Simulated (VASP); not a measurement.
The system is LiCl.

```xyz
4
Lattice="3.9249 0.0000 0.0000 -1.9624 3.3990 0.0000 0.0000 0.0000 6.3572" Properties=species:S:1:pos:R:3 pbc="T T T"
Li    1.9624    1.1330    5.5690
Li    0.0000    2.2660    2.3904
Cl    1.9624    1.1330    3.1721
Cl    0.0000    2.2660    6.3507
```

```yaml
Program: VASP 6.6.1
Task: relaxation of cell and atoms
Functional: PBEsol
Potentials_or_basis: VASP PAW PBE potentials, release 64 (Li_sv, Cl)
Cutoff: 600 eV
k_mesh: 7 × 7 × 4
Occupations: gaussian, width 0.01 eV
Spin: no spin polarisation
```

At the start: pressure -1.2 GPa; volume 21.20 Å³/atom.

Task: How do energy, volume and symmetry change on relaxing?

Result: Over 12 steps the energy falls by 4.5 meV/atom and the volume is 20.13 Å³/atom (-5.1 %); space group P6_3mc (No. 186, to 0.1 Å) before and after.

Step by step:
| step | energy change (eV) | largest force (eV/Å) | pressure (GPa) | volume (Å³) |
| --- | --- | --- | --- | --- |
| 1 | 0.0000 | 0.0173 | -1.19 | 84.81 |
| 2 | -0.0116 | 0.0178 | -0.70 | 82.88 |
| 3 | -0.0170 | 0.0189 | -0.05 | 80.67 |
| 4 | -0.0170 | 0.0194 | -0.02 | 80.49 |
| 5 | -0.0170 | 0.0195 | 0.04 | 80.33 |
| 6 | -0.0171 | 0.0168 | 0.06 | 80.32 |
| 7 | -0.0175 | 0.0108 | 0.07 | 80.32 |
| 8 | -0.0179 | 0.0012 | 0.06 | 80.32 |
| 9 | -0.0176 | 0.0212 | 0.06 | 80.30 |
| 10 | -0.0179 | 0.0075 | 0.06 | 80.31 |
| 11 | -0.0179 | 0.0051 | -0.07 | 80.71 |
| 12 | -0.0180 | 0.0016 | -0.01 | 80.52 |

Final structure:
```
Li Cl
1.0
     3.88307    0.00000    0.00000
    -1.94153    3.36283    0.00000
     0.00000    0.00000    6.16607
Li Cl
2 2
Direct
  0.66667 0.33333 0.87906
  0.33333 0.66667 0.37906
  0.66667 0.33333 0.49594
  0.33333 0.66667 0.99594
```

Caveat: the cutoff is under 1.25 times the usual one of these potentials, so pressure, stress and relaxed cells hold a basis-set (Pulay) error; the PAW data sets were made with another functional, which shifts forces and pressure a little.
